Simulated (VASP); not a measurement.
# NaCl (Fm-3m) in VASP: further runs

The runs below take NaCl through single point, relaxation of cell and atoms, with PBE.

Everything below comes from runs of VASP 6.6.1. Logs are shortened: lines on timing, memory, paths and dates and some standing lists are left out, and cuts for length are marked.

## (1) The cell of the first run

It takes space group Fm-3m (No. 225, cubic). Conventional cell: a = 5.668 Å, b = 5.668 Å, c = 5.668 Å, α = 90.00°, β = 90.00°, γ = 90.00°. Na (site symmetry m-3m) has 6 Cl at 2.83 Å within 3.7 Å. Cl (site symmetry m-3m) has 6 Na at 2.83 Å within 3.7 Å.

## (2) Single point, PBE

Contents of INCAR:

```
  ALGO = Normal
  EDIFF = 1E-6
  ENCUT = 500
  GGA = PE
  GGA_COMPAT = False
  ISIF = 2
  ISMEAR = -1
  LASPH = True
  LCHARG = True
  LELF = True
  LREAL = False
  LVHAR = True
  LWAVE = False
  NBANDS = 14
  NELM = 120
  PREC = Accurate
  SIGMA = 0.02
```

Contents of KPOINTS:

```
k-points
0
Gamma
  7 7 7
```

Contents of POSCAR:

```
NaCl
1.0
    0.0000000000      2.8342108687      2.8342108687
    2.8342108687      0.0000000000      2.8342108687
    2.8342108687      2.8342108687      0.0000000000
Na Cl
1 1
Direct
    0.0000000000      0.0000000000      0.0000000000
    0.5000000000      0.5000000000      0.5000000000
```

Potentials or basis: VASP PAW PBE potentials, release 64 (Na_pv, Cl).

The run is started by

```bash
$ cat potpaw_PBE.64/Na_pv/POTCAR potpaw_PBE.64/Cl/POTCAR > POTCAR
$ mpirun -np 1 vasp_std > vasp.out
```

OUTCAR:

```text
EDIFF = 1E-6
   ENCUT = 500
   GGA = PE
   ISIF = 2
   ISMEAR = -1
   LASPH = True
   LREAL = False
   NELM = 120
   PREC = Accurate

 ion  position               nearest neighbor table
   1  0.000  0.000  0.000-
   2  0.500  0.500  0.500-

  LATTYP: Found a face centered cubic cell.
 ALAT       =     5.6684217374

  Lattice vectors:

 A1 = (   0.0000000000,   2.8342108687,   2.8342108687)
 A2 = (   2.8342108687,   0.0000000000,   2.8342108687)
 A3 = (   2.8342108687,   2.8342108687,   0.0000000000)

Analysis of symmetry for initial positions (statically):
=====================================================================
 Subroutine PRICEL returns:
 Original cell was already a primitive cell.

 Routine SETGRP: Setting up the symmetry group for a
 face centered cubic supercell.

 Subroutine GETGRP returns: Found 48 space group operations
 (whereof 48 operations were pure point group operations)
 out of a pool of 48 trial point group operations.

The static configuration has the point symmetry O_h .

Analysis of symmetry for dynamics (positions and initial velocities):
=====================================================================
 Subroutine PRICEL returns:
 Original cell was already a primitive cell.

 Routine SETGRP: Setting up the symmetry group for a
 face centered cubic supercell.

 Subroutine GETGRP returns: Found 48 space group operations
 (whereof 48 operations were pure point group operations)
 out of a pool of 48 trial point group operations.

The dynamic configuration has the point symmetry O_h .

 Subroutine INISYM returns: Found 48 space group operations
 (whereof 48 operations are pure point group operations),
 and found     1 'primitive' translations

----------------------------------------------------------------------------------------

                                     Primitive cell

  volume of cell :      45.5330

  direct lattice vectors                    reciprocal lattice vectors
     0.000000000  2.834210869  2.834210869    -0.176415949  0.176415949  0.176415949
     2.834210869  0.000000000  2.834210869     0.176415949 -0.176415949  0.176415949
     2.834210869  2.834210869  0.000000000     0.176415949  0.176415949 -0.176415949

  length of vectors
     4.008179449  4.008179449  4.008179449     0.305561387  0.305561387  0.305561387

  position of ions in fractional coordinates (direct lattice)
     0.000000000  0.000000000  0.000000000
     0.500000000  0.500000000  0.500000000

  ion indices of the primitive-cell ions
   primitive index   ion index
                 1           1
                 2           2

----------------------------------------------------------------------------------------

 KPOINTS: k-points

Automatic generation of k-mesh.
 Grid dimensions read from file:
 generate k-points for:    7    7    7

 Generating k-lattice:

  Cartesian coordinates                     Fractional coordinates (reciprocal lattice)
    -0.025202278  0.025202278  0.025202278     0.142857143  0.000000000  0.000000000
     0.025202278 -0.025202278  0.025202278     0.000000000  0.142857143  0.000000000
     0.025202278  0.025202278 -0.025202278     0.000000000  0.000000000  0.142857143

  Length of vectors
     0.043651627  0.043651627  0.043651627

  Shift w.r.t. Gamma in fractional coordinates (k-lattice)
     0.000000000  0.000000000  0.000000000

 Subroutine IBZKPT returns following result:
 ===========================================

 Found     20 irreducible k-points:

 Following reciprocal coordinates:
            Coordinates               Weight
  0.000000  0.000000  0.000000      1.000000
  0.142857  0.000000  0.000000      8.000000
  0.285714  0.000000  0.000000      8.000000
  0.428571  0.000000  0.000000      8.000000
  0.142857  0.142857  0.000000      6.000000
  0.285714  0.142857  0.000000     24.000000
[... 12 lines left out ...]
 -0.428571  0.428571  0.142857     24.000000
 -0.285714  0.428571  0.142857     24.000000
   k-points           NKPTS =     20   k-points in BZ     NKDIM =     20   number of bands    NBANDS=     14
   number of dos      NEDOS =    301   number of ions     NIONS =      2
   total plane-waves  NPLWV =  27000
   dimension x,y,z NGX =    30 NGY =   30 NGZ =   30
   dimension x,y,z NGXF=    60 NGYF=   60 NGZF=   60
   ions per type =               1   1
   NGX,Y,Z   is equivalent  to a cutoff of  12.44, 12.44, 12.44 a.u.
   NGXF,Y,Z  is equivalent  to a cutoff of  24.89, 24.89, 24.89 a.u.
 SYSTEM =  unknown system
   PREC   = accura    normal or accurate (medium, high low for compatibility)
   ISTART =      0    job   : 0-new  1-cont  2-samecut
   ICHARG =      2    charge: 1-file 2-atom 10-const
   ISPIN  =      1    spin polarized calculation?
   LNONCOLLINEAR =      F non collinear calculations
   LSORBIT =      F    spin-orbit coupling
   LASPH  =      T    aspherical Exc in radial PAW
   ENCUT  =  500.0 eV  36.75 Ry    6.06 a.u.   7.31  7.31  7.31*2*pi/ulx,y,z
   NELM   =    120;   NELMIN=  2; NELMDL= -5     # of ELM steps
   EDIFF  = 0.1E-05   stopping-criterion for ELM
   LREAL  =      F    real-space projection
   EDIFFG = 0.1E-04   stopping-criterion for IOM
   NSW    =      0    number of steps for IOM
   IBRION =     -1    ionic relax: 0-MD 1-quasi-New 2-CG
   NFREE  =      0    steps in history (QN), initial steepest desc. (CG)
   ISIF   =      2    stress and relaxation
   ISYM   =      2    0-nonsym 1-usesym 2-fastsym
   POTIM  = 0.5000    time-step for ionic-motion
   TEBEG  =    0.0;   TEEND  =   0.0 temperature during run
   PSTRESS=    0.0 pullay stress
   NELECT =      14.0000    total number of electrons
   NUPDOWN=      -1.0000    fix difference up-down
   EMIN   =  10.00;   EMAX   =-10.00  energy-range for DOS
   EFERMI =   0.00;   METHOD = LEGACY
   ISMEAR =    -1;   SIGMA  =   0.02  broadening in eV -4-tet -1-fermi 0-gaus
   EFERMI_NEDOS =   21; number of points for ismear=-14 and -15
   IALGO  =     38    algorithm
   IMIX   =      4    mixing-type and parameters
     AMIX     =   0.40;   BMIX     =  1.00
     AMIX_MAG =   1.60;   BMIX_MAG =  1.00
  volume/ion in A,a.u.               =      22.77       153.64
  Fermi-wavevector in a.u.,A,eV,Ry     =   1.104948  2.088050 16.611504  1.220911
  Thomas-Fermi vector in A             =   2.241429
   LORBIT       =      0    0 simple, 1 ext, 2 COOP (PROOUT), +10 PAW based schemes
   GGA     = PE    functional components
   LHFCALC =     F    Hartree Fock is set to
   AEXX    =    0.0000 exact exchange contribution
   IVDW    =     0    specifies the selected vdW correction
   LEPSILON=     F    determine dielectric tensor
   LRPA    =     F    only Hartree local field effects (RPA)
 non-spin polarized calculation
  energy-cutoff  :      500.00
  volume of cell :       45.53
 maximum number of plane-waves:      1173
 NGX is ok and might be reduce to    30
   NGX = 15   NGY = 15   NGZ = 15

 number of electron      13.9999992 magnetization

 Free energy of the ion-electron system (eV)
  ---------------------------------------------------
  ext. energy  EPLUGINS =         0.00000000
  ---------------------------------------------------
  free energy    TOTEN  =        -6.77689211 eV

  energy without entropy =       -6.77689211  energy(sigma->0) =       -6.77689211

 E-fermi :  -0.3905     XC(G=0):  -8.1021

 val. band max:       -0.8177169075   @ k =   0.0000   0.0000   0.0000
 cond. band min:       4.2313350857   @ k =   0.0000   0.0000   0.0000
 fundamental gap:      5.0490519932
 Fermi energy:        -0.3904591065

 k-point     1 :       0.0000    0.0000    0.0000
  band No.  band energies     occupation
      1     -21.6661      2.00000
      2     -21.6661      2.00000
      3     -21.6661      2.00000
      4     -13.4434      2.00000
      5      -0.8177      2.00000
      6      -0.8177      2.00000
      7      -0.8177      2.00000
      8       4.2313      0.00000
      9      10.2864      0.00000
     10      10.2864      0.00000
     11      10.2864      0.00000
     12      12.4277      0.00000
     13      12.4277      0.00000
     14      14.0092      0.00000

 k-point     2 :       0.1429    0.0000    0.0000
  band No.  band energies     occupation
      1     -21.6713      2.00000
      2     -21.6665      2.00000
      3     -21.6665      2.00000
      4     -13.3855      2.00000
      5      -1.2712      2.00000
      6      -0.8683      2.00000
      7      -0.8683      2.00000
      8       4.8508      0.00000
      9       9.6315      0.00000
     10      10.5149      0.00000
     11      10.5149      0.00000
     12      12.1213      0.00000
     13      12.1213      0.00000
     14      15.0014      0.00000

 k-point     3 :       0.2857    0.0000    0.0000
  band No.  band energies     occupation
      1     -21.6828      2.00000
      2     -21.6674      2.00000
      3     -21.6674      2.00000
      4     -13.2510      2.00000
      5      -2.0828      2.00000
      6      -0.9774      2.00000
      7      -0.9774      2.00000
      8       5.9371      0.00000
      9       9.1257      0.00000
     10      10.4730      0.00000
     11      10.4730      0.00000
     12      12.6646      0.00000
     13      12.6646      0.00000
     14      14.5001      0.00000
[... 256 lines left out ...]
 k-point    19 :      -0.4286    0.4286    0.1429
  band No.  band energies     occupation
      1     -21.6833      2.00000
      2     -21.6754      2.00000
      3     -21.6737      2.00000
      4     -13.0779      2.00000
      5      -2.2757      2.00000
      6      -1.6017      2.00000
      7      -1.4341      2.00000
      8       7.3866      0.00000
      9       7.9369      0.00000
     10       9.4888      0.00000
     11      11.6836      0.00000
     12      13.7012      0.00000
     13      15.0527      0.00000
     14      15.8051      0.00000

 k-point    20 :      -0.2857    0.4286    0.1429
  band No.  band energies     occupation
      1     -21.6806      2.00000
      2     -21.6800      2.00000
      3     -21.6732      2.00000
      4     -13.0642      2.00000
      5      -2.0461      2.00000
      6      -1.9839      2.00000
      7      -1.4164      2.00000
      8       7.8989      0.00000
      9       8.4162      0.00000
     10       9.1783      0.00000
     11      10.8582      0.00000
     12      13.7317      0.00000
     13      14.5001      0.00000
     14      16.2660      0.00000

------------------------ aborting loop because EDIFF is reached ----------------------------------------

  FORCE on cell =-STRESS in cart. coord.  units (eV):
  Direction    XX          YY          ZZ          XY          YZ          ZX
  --------------------------------------------------------------------------------------
  -------------------------------------------------------------------------------------
  Total        0.0863488      0.0863488      0.0863488      0.0000000     -0.0000000     -0.0000000
  in kB        3.0383689      3.0383689      3.0383689      0.0000000     -0.0000000     -0.0000000
  external PRESSURE =       3.0383689 kB  Pullay stress =       0.0000000 kB

 VOLUME and BASIS-vectors are now :
 -----------------------------------------------------------------------------
  energy-cutoff  :      500.00
  volume of cell :       45.53
      direct lattice vectors                 reciprocal lattice vectors
     0.000000000  2.834210869  2.834210869    -0.176415949  0.176415949  0.176415949
     2.834210869  0.000000000  2.834210869     0.176415949 -0.176415949  0.176415949
     2.834210869  2.834210869  0.000000000     0.176415949  0.176415949 -0.176415949

 POSITION                                       TOTAL-FORCE (eV/Angst)
 -----------------------------------------------------------------------------------
      0.00000      0.00000      0.00000         0.000000      0.000000      0.000000
      2.83421      2.83421      2.83421         0.000000      0.000000      0.000000
 -----------------------------------------------------------------------------------
    total drift:                               -0.000000      0.000000      0.000000

  FREE ENERGIE OF THE ION-ELECTRON SYSTEM (eV)
  ---------------------------------------------------
  free  energy   TOTEN  =        -6.7768921132 eV

  energy  without entropy=       -6.7768921132  energy(sigma->0) =       -6.77689211
```

It took 24 s on 1 thread of Intel Xeon 8259CL, shared host; peak memory 0.16 GiB.

What came out:

- Free energy: -6.7769 eV
- Pressure: 0.3 GPa
- Band gap on the k mesh: 5.05 eV, direct

Levels at points of the mesh, in eV from the valence-band top:
```tsv
k point	band 4	band 5	band 6	band 7	band 8	band 9	band 10	band 11
(0.00, 0.00, 0.00)	-12.63	0.00	0.00	0.00	5.05	11.10	11.10	11.10
```

(Part 1 of 2 ends here.)
